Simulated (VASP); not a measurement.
Wanted: the native input for a VASP 6.6.1 run.

```
Task                   : single point
Functional             : RPBE
Potentials or basis    : VASP PAW PBE potentials, release 64 (Li_sv)
Cutoff                 : 520 eV
k mesh                 : 13 × 13 × 13
Occupations            : fermi-dirac, width 0.1 eV
Spin                   : no spin polarisation
Dipole correction      : no
Further INCAR settings : ALGO = Normal; EDIFF = 1e-06; NBANDS = 12
```

The structure of Li lies in POSCAR:

```
Li
1.0
    1.5727228862      0.9080119817      7.6677655847
   -1.5727228862      0.9080119817      7.6677655847
    0.0000000000     -1.8160239634      7.6677655847
Li
3
Direct
    0.0000000000      0.0000000000      1.0000000000
    0.2222671044      0.2222671044      0.2222671044
    0.7777328956      0.7777328956      0.7777328956
```

The input as run:

INCAR

```
ALGO = Normal ; EDIFF = 1E-6
ENCUT = 520 ; GGA = RP
ISIF = 2 ; ISMEAR = -1
LASPH = True ; LCHARG = False
LREAL = False ; LWAVE = False
NBANDS = 12 ; NELM = 60
PREC = Accurate ; SIGMA = 0.1
```

KPOINTS

```
k-points
0
Gamma
  13 13 13
```

Potentials or basis: VASP PAW PBE potentials, release 64 (Li_sv).

The run is started by

```sh
$ cat potpaw_PBE.64/Li_sv/POTCAR > POTCAR
$ mpirun -np 1 vasp_std > vasp.out
```

Results of the run:

The band gap on the k mesh is zero (an odd number of electrons rules out a gap without spin polarisation).

Run time: 11 min on 1 thread of Oxide Virtual Turin-like Processor, with other jobs on the host, peak memory 0.49 GiB.
